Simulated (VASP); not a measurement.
# TeRu (Fm-3m) in VASP: settings compared

TeRu is run at these levels: PBEsol+D3(BJ), r2SCAN; tasks: single point.

Program: VASP 6.6.1. These are calculated values, not measurements. Logs are shortened: lines on timing, memory, paths and dates and some standing lists are left out, and cuts for length are marked.

## 1. The cell of the first run

It takes space group Fm-3m (No. 225, cubic). The conventional cell has a = 5.421 Å, b = 5.421 Å, c = 5.421 Å, α = 90.00°, β = 90.00°, γ = 90.00°. Ru (site symmetry m-3m) has 6 Te at 2.71 Å within 3.6 Å. Te (site symmetry m-3m) has 6 Ru at 2.71 Å within 3.6 Å.

## 2. Single point, PBEsol+D3(BJ)

Input file INCAR:

```
SYSTEM = TeRu
PREC = Accurate
ENCUT = 520
EDIFF = 1E-6
ISMEAR = -5
SIGMA = 0.1
LREAL = .FALSE.
LASPH = .TRUE.
NELM = 100
ALGO = Normal
ISIF = 2
LWAVE = .FALSE.
LCHARG = .FALSE.
GGA = PS
IVDW = 12
NBANDS = 17
```

Input file KPOINTS:

```
Automatic mesh
0
G
  12 12 12
  0 0 0
```

Input file POSCAR:

```
TeRu
1.0
    0.0000000000      2.7105248454      2.7105248454
    2.7105248454      0.0000000000      2.7105248454
    2.7105248454      2.7105248454      0.0000000000
Ru Te
1 1
Direct
    0.5000000000      0.5000000000      0.5000000000
    0.0000000000      0.0000000000      0.0000000000
```

Potentials or basis: VASP PAW PBE potentials, release 64 (Ru_pv, Te).

Started as:

```console
cat potpaw_PBE.64/Ru_pv/POTCAR potpaw_PBE.64/Te/POTCAR > POTCAR
mpirun -np 1 vasp_std > vasp.out
```

OUTCAR:

```text
SYSTEM = TeRu
   PREC = Accurate
   ENCUT = 520
   EDIFF = 1E-6
   ISMEAR = -5
   LREAL = .FALSE.
   LASPH = .TRUE.
   NELM = 100
   ISIF = 2
   GGA = PS
   IVDW = 12
 IVDW          = 12

 ion  position               nearest neighbor table
   1  0.500  0.500  0.500-   2 2.71   2 2.71   2 2.71   2 2.71   2 2.71   2 2.71
   2  0.000  0.000  0.000-   1 2.71   1 2.71   1 2.71   1 2.71   1 2.71   1 2.71

  LATTYP: Found a face centered cubic cell.
 ALAT       =     5.4210496908

  Lattice vectors:

 A1 = (   0.0000000000,   2.7105248454,   2.7105248454)
 A2 = (   2.7105248454,   0.0000000000,   2.7105248454)
 A3 = (   2.7105248454,   2.7105248454,   0.0000000000)

Analysis of symmetry for initial positions (statically):
=====================================================================
 Subroutine PRICEL returns:
 Original cell was already a primitive cell.

 Routine SETGRP: Setting up the symmetry group for a
 face centered cubic supercell.

 Subroutine GETGRP returns: Found 48 space group operations
 (whereof 48 operations were pure point group operations)
 out of a pool of 48 trial point group operations.

The static configuration has the point symmetry O_h .

Analysis of symmetry for dynamics (positions and initial velocities):
=====================================================================
 Subroutine PRICEL returns:
 Original cell was already a primitive cell.

 Routine SETGRP: Setting up the symmetry group for a
 face centered cubic supercell.

 Subroutine GETGRP returns: Found 48 space group operations
 (whereof 48 operations were pure point group operations)
 out of a pool of 48 trial point group operations.

The dynamic configuration has the point symmetry O_h .

 Subroutine INISYM returns: Found 48 space group operations
 (whereof 48 operations are pure point group operations),
 and found     1 'primitive' translations

----------------------------------------------------------------------------------------

                                     Primitive cell

  volume of cell :      39.8282

  direct lattice vectors                    reciprocal lattice vectors
     0.000000000  2.710524845  2.710524845    -0.184466119  0.184466119  0.184466119
     2.710524845  0.000000000  2.710524845     0.184466119 -0.184466119  0.184466119
     2.710524845  2.710524845  0.000000000     0.184466119  0.184466119 -0.184466119

  length of vectors
     3.833260998  3.833260998  3.833260998     0.319504691  0.319504691  0.319504691

  position of ions in fractional coordinates (direct lattice)
     0.500000000  0.500000000  0.500000000
     0.000000000  0.000000000  0.000000000
[... 81 lines left out ...]
   EDIFFG = 0.1E-04   stopping-criterion for IOM
   NSW    =      0    number of steps for IOM
   IBRION =     -1    ionic relax: 0-MD 1-quasi-New 2-CG
   NFREE  =      0    steps in history (QN), initial steepest desc. (CG)
   ISIF   =      2    stress and relaxation
   ISYM   =      2    0-nonsym 1-usesym 2-fastsym
   POTIM  = 0.5000    time-step for ionic-motion
   TEBEG  =    0.0;   TEEND  =   0.0 temperature during run
   PSTRESS=    0.0 pullay stress
   NELECT =      20.0000    total number of electrons
   NUPDOWN=      -1.0000    fix difference up-down
   EMIN   =  10.00;   EMAX   =-10.00  energy-range for DOS
   EFERMI =   0.00;   METHOD = LEGACY
   ISMEAR =    -5;   SIGMA  =   0.10  broadening in eV -4-tet -1-fermi 0-gaus
   EFERMI_NEDOS =   21; number of points for ismear=-14 and -15
   IALGO  =     38    algorithm
   IMIX   =      4    mixing-type and parameters
     AMIX     =   0.40;   BMIX     =  1.00
     AMIX_MAG =   1.60;   BMIX_MAG =  1.00
  volume/ion in A,a.u.               =      19.91       134.39
  Fermi-wavevector in a.u.,A,eV,Ry     =   1.301232  2.458972 23.037453  1.693205
  Thomas-Fermi vector in A             =   2.432379
   LORBIT       =      0    0 simple, 1 ext, 2 COOP (PROOUT), +10 PAW based schemes
   GGA     = PS    functional components
   LHFCALC =     F    Hartree Fock is set to
   AEXX    =    0.0000 exact exchange contribution
   IVDW    =    12    specifies the selected vdW correction
   LEPSILON=     F    determine dielectric tensor
   LRPA    =     F    only Hartree local field effects (RPA)
 non-spin polarized calculation
 Fermi weights with tetrahedron method with Bloechl corrections
  energy-cutoff  :      520.00
  volume of cell :       39.83
 maximum number of plane-waves:      1090
 NGX is ok and might be reduce to    30
   NGX = 15   NGY = 15   NGZ = 15

 number of electron      20.0000005 magnetization

 Free energy of the ion-electron system (eV)
  ---------------------------------------------------
  ext. energy  EPLUGINS =         0.00000000
  ---------------------------------------------------
  free energy    TOTEN  =       -12.69313578 eV

  energy without entropy =      -12.69313578  energy(sigma->0) =      -12.69313578

 E-fermi :   9.9867     XC(G=0): -11.7796

 val. band max:       10.0880529228   @ k =  -0.3333   0.3333   0.0000
 cond. band min:       9.7219431080   @ k =   0.0000   0.0000   0.0000
 fundamental gap:     -0.3661098148
 Fermi energy:         9.9867119741

 k-point     1 :       0.0000    0.0000    0.0000
  band No.  band energies     occupation
      1     -31.8283      2.00000
      2     -31.8283      2.00000
      3     -31.8283      2.00000
      4      -3.7258      2.00000
      5       8.1440      2.00000
      6       8.1440      2.00000
[... 457 lines left out ...]
      4      -1.7604      2.00000
      5       3.4921      2.00000
      6       5.4946      2.00000
[... 9 lines left out ...]
     16      20.5066      0.00000
     17      22.2251      0.00000

 [... further k-points ...]

------------------------ aborting loop because EDIFF is reached ----------------------------------------

 Edisp (eV)   -1.07712

 E8    (eV) :    -0.7314

  FORCE on cell =-STRESS in cart. coord.  units (eV):
  Direction    XX          YY          ZZ          XY          YZ          ZX
  --------------------------------------------------------------------------------------
  -------------------------------------------------------------------------------------
  Total      -2.18980    -2.18980    -2.18980    -0.00000     0.00000     0.00000
  in kB     -88.08953   -88.08953   -88.08953    -0.00000     0.00000     0.00000
  external pressure =      -88.09 kB  Pullay stress =        0.00 kB

 VOLUME and BASIS-vectors are now :
 -----------------------------------------------------------------------------
  energy-cutoff  :      520.00
  volume of cell :       39.83
      direct lattice vectors                 reciprocal lattice vectors
     0.000000000  2.710524845  2.710524845    -0.184466119  0.184466119  0.184466119
     2.710524845  0.000000000  2.710524845     0.184466119 -0.184466119  0.184466119
     2.710524845  2.710524845  0.000000000     0.184466119  0.184466119 -0.184466119

 POSITION                                       TOTAL-FORCE (eV/Angst)
 -----------------------------------------------------------------------------------
      2.71052      2.71052      2.71052         0.000000      0.000000      0.000000
      0.00000      0.00000      0.00000        -0.000000      0.000000     -0.000000
 -----------------------------------------------------------------------------------
    total drift:                                0.000000     -0.000000      0.000000

  FREE ENERGIE OF THE ION-ELECTRON SYSTEM (eV)
  ---------------------------------------------------
  free  energy   TOTEN  =       -13.7702521889 eV

  energy  without entropy=      -13.7702521889  energy(sigma->0) =      -13.77025219
```

stdout:

```text
POSCAR found type information on POSCAR RuTe
 POSCAR found :  2 types and       2 ions
 scaLAPACK will be used
 -----------------------------------------------------------------------------
[... 23 lines left out ...]
|     Tetrahedron method does not include variations of the Fermi             |
|     occupations, so forces and stress will be inaccurate. We suggest        |
|     using a different smearing scheme ISMEAR = 1 or 2 for metals in         |
|     relaxations.                                                            |
|                                                                             |
 -----------------------------------------------------------------------------
```

It took 20 s on 1 thread of Intel Xeon 6975P-C (Granite Rapids), shared host; peak memory 0.21 GiB.

Results:

```yaml
Free_energy: -13.7703 eV
Pressure: -8.8 GPa
Band_gap_on_the_k_mesh: zero (band 10 reaches 10.37 eV, above the bottom of band 11 at 9.67 eV)
Dispersion_energy_per_atom: -0.539 eV
```

Caveat: three body term missing; the PAW data sets were made with another functional, which shifts forces and pressure a little; spin-orbit coupling is left out, which moves the levels of the heavy elements; pairwise dispersion overbinds metals, which lowers pressure and volume; tetrahedron occupations give inexact forces and stress in metals.

## 3. Single point, r2SCAN (volume scaled by 0.960)

Input file POSCAR:

```
TeRu
1.0
    0.0000000000      2.6738916406      2.6738916406
    2.6738916406      0.0000000000      2.6738916406
    2.6738916406      2.6738916406      0.0000000000
Ru Te
1 1
Direct
    0.5000000000      0.5000000000      0.5000000000
    0.0000000000      0.0000000000      0.0000000000
```

Input file INCAR.step1:

```
SYSTEM = TeRu
PREC = Accurate
ENCUT = 520
ISMEAR = 0
SIGMA = 0.05
LREAL = .False.
LASPH = .True.
NELM = 60
NBANDS = 17
GGA = PE
ALGO = Normal
EDIFF = 1E-4
LWAVE = .True.
LCHARG = .False.
```

Input file INCAR.step2:

```
SYSTEM = TeRu
PREC = Accurate
ENCUT = 520
EDIFF = 1E-6
ISMEAR = 0
SIGMA = 0.05
LREAL = .False.
LASPH = .True.
NELM = 60
ALGO = Normal
ISIF = 2
LWAVE = .False.
LCHARG = .False.
METAGGA = R2SCAN
LMIXTAU = .True.
NBANDS = 17
ISTART = 1
```

Input file KPOINTS:

```
Automatic mesh
0
Gamma
  12 12 12
  0 0 0
```

Potentials or basis: VASP PAW PBE potentials, release 64 (Ru_pv, Te).

Started as:

```console
cat potpaw_PBE.64/Ru_pv/POTCAR potpaw_PBE.64/Te/POTCAR > POTCAR
cp INCAR.step1 INCAR
mpirun -np 1 vasp_std > vasp.out
cp INCAR.step2 INCAR
mpirun -np 1 vasp_std > vasp.out
```

OUTCAR:

```text
SYSTEM = TeRu
   PREC = Accurate
   ENCUT = 520
   EDIFF = 1E-6
   ISMEAR = 0
   LREAL = .False.
   LASPH = .True.
   NELM = 60
   ISIF = 2
   METAGGA = R2SCAN
   ISTART = 1

 ion  position               nearest neighbor table
   1  0.500  0.500  0.500-   2 2.67   2 2.67   2 2.67   2 2.67   2 2.67   2 2.67
   2  0.000  0.000  0.000-   1 2.67   1 2.67   1 2.67   1 2.67   1 2.67   1 2.67

  LATTYP: Found a face centered cubic cell.
 ALAT       =     5.3477832812

  Lattice vectors:

 A1 = (   0.0000000000,   2.6738916406,   2.6738916406)
 A2 = (   2.6738916406,   0.0000000000,   2.6738916406)
 A3 = (   2.6738916406,   2.6738916406,   0.0000000000)
[... 649 lines left out ...]
      6       5.8071      2.00000
[... 9 lines left out ...]
     16      21.5132      0.00000
     17      22.0935      0.00000

 [... further k-points ...]
[... 5 lines left out ...]
  --------------------------------------------------------------------------------------
  -------------------------------------------------------------------------------------
  Total        1.4100175      1.4100175      1.4100175     -0.0000000     -0.0000000     -0.0000000
  in kB       59.0845165     59.0845165     59.0845165     -0.0000000     -0.0000000     -0.0000000
  external PRESSURE =      59.0845165 kB  Pullay stress =       0.0000000 kB

 VOLUME and BASIS-vectors are now :
 -----------------------------------------------------------------------------
  energy-cutoff  :      520.00
  volume of cell :       38.24
      direct lattice vectors                 reciprocal lattice vectors
     0.000000000  2.673891641  2.673891641    -0.186993367  0.186993367  0.186993367
     2.673891641  0.000000000  2.673891641     0.186993367 -0.186993367  0.186993367
     2.673891641  2.673891641  0.000000000     0.186993367  0.186993367 -0.186993367

 POSITION                                       TOTAL-FORCE (eV/Angst)
 -----------------------------------------------------------------------------------
      2.67389      2.67389      2.67389        -0.000000     -0.000000      0.000000
      0.00000      0.00000      0.00000         0.000000      0.000000     -0.000000
 -----------------------------------------------------------------------------------
    total drift:                                0.000000      0.000000      0.000000

  FREE ENERGIE OF THE ION-ELECTRON SYSTEM (eV)
  ---------------------------------------------------
  free  energy   TOTEN  =       -49.9264581725 eV

  energy  without entropy=      -49.9239392033  energy(sigma->0) =      -49.92519869
```

Wall time 65 s (1 thread of Intel Xeon 6975P-C (Granite Rapids), shared host); peak memory 0.2 GiB.

What came out:

- Free energy: -49.9265 eV
- Pressure: 5.9 GPa
- Band gap on the k mesh: zero (band 10 reaches 11.04 eV, above the bottom of band 11 at 10.21 eV)

Caveat: the PAW data sets were made with another functional, which shifts forces and pressure a little; spin-orbit coupling is left out, which moves the levels of the heavy elements.

## 4. Single point, r2SCAN (volume scaled by 0.980)

Input file POSCAR:

```
TeRu
1.0
    0.0000000000      2.6923328553      2.6923328553
    2.6923328553      0.0000000000      2.6923328553
    2.6923328553      2.6923328553      0.0000000000
Ru Te
1 1
Direct
    0.5000000000      0.5000000000      0.5000000000
    0.0000000000      0.0000000000      0.0000000000
```

Input file INCAR.step1:

```
ALGO = Normal ; EDIFF = 1E-4
ENCUT = 520 ; GGA = PE
ISMEAR = 0 ; LASPH = T
LCHARG = F ; LREAL = F
LWAVE = T ; NBANDS = 17
NELM = 60 ; PREC = Accurate
SIGMA = 0.05
```

Input file INCAR.step2:

```
ALGO = Normal ; EDIFF = 1E-6
ENCUT = 520 ; ISIF = 2
ISMEAR = 0 ; ISTART = 1
LASPH = T ; LCHARG = F
LMIXTAU = T ; LREAL = F
LWAVE = F ; METAGGA = R2SCAN
NBANDS = 17 ; NELM = 60
PREC = Accurate ; SIGMA = 0.05
```

Input file KPOINTS:

```
k-points
0
Gamma
  12 12 12
```

Started as:

```console
cat potpaw_PBE.64/Ru_pv/POTCAR potpaw_PBE.64/Te/POTCAR > POTCAR
cp INCAR.step1 INCAR
mpirun -np 1 vasp_std > vasp.out
cp INCAR.step2 INCAR
mpirun -np 1 vasp_std > vasp.out
```

Wall time 62 s (1 thread of Intel Xeon 6975P-C (Granite Rapids), shared host); peak memory 0.2 GiB.

The run converged. Its results:

```
Free energy            : -49.9481 eV
Pressure               : 2.8 GPa
Band gap on the k mesh : zero (band 10 reaches 10.69 eV, above the bottom of band 11 at 9.90 eV)
```

Levels at points of the mesh, in eV from the Fermi level:
```csv
k point,band 7,band 8,band 9,band 10,band 11,band 12,band 13,band 14
"(0.00, 0.00, 0.00)",-2.10,-1.79,-1.79,-0.36,-0.36,-0.36,6.04,8.54
"(0.50, 0.00, 0.00)",-4.69,-0.94,-0.94,-0.32,4.09,4.76,4.76,6.32
"(0.50, 0.50, 0.00)",-2.72,-2.72,-1.22,-0.50,-0.50,0.59,2.93,8.25
```

Caveat: the PAW data sets were made with another functional, which shifts forces and pressure a little; spin-orbit coupling is left out, which moves the levels of the heavy elements.

## 5. Summary

```tsv
level	cell	smearing	gap on the mesh (eV)	pressure (GPa)
PBEsol+D3(BJ)	a = 3.833 Å, angles 60.0°, 2 atoms	tetrahedron	none	-8.8
r2SCAN	a = 3.781 Å, angles 60.0°, 2 atoms	gaussian 0.05 eV	none	5.9
r2SCAN	a = 3.808 Å, angles 60.0°, 2 atoms	gaussian 0.05 eV	none	2.8
```

Alike in all rows: task single point; potentials or basis VASP PAW PBE potentials, release 64 (Ru_pv, Te); no spin polarisation; k mesh 12 × 12 × 12; cutoff (eV) 520.

Caveats: the PAW data sets were made with another functional, which shifts forces and pressure a little; spin-orbit coupling is left out, which moves the levels of the heavy elements; three body term missing (some runs); pairwise dispersion overbinds metals, which lowers pressure and volume (some runs); tetrahedron occupations give inexact forces and stress in metals (some runs).

Absolute energies hang on the potentials; compare differences alone.
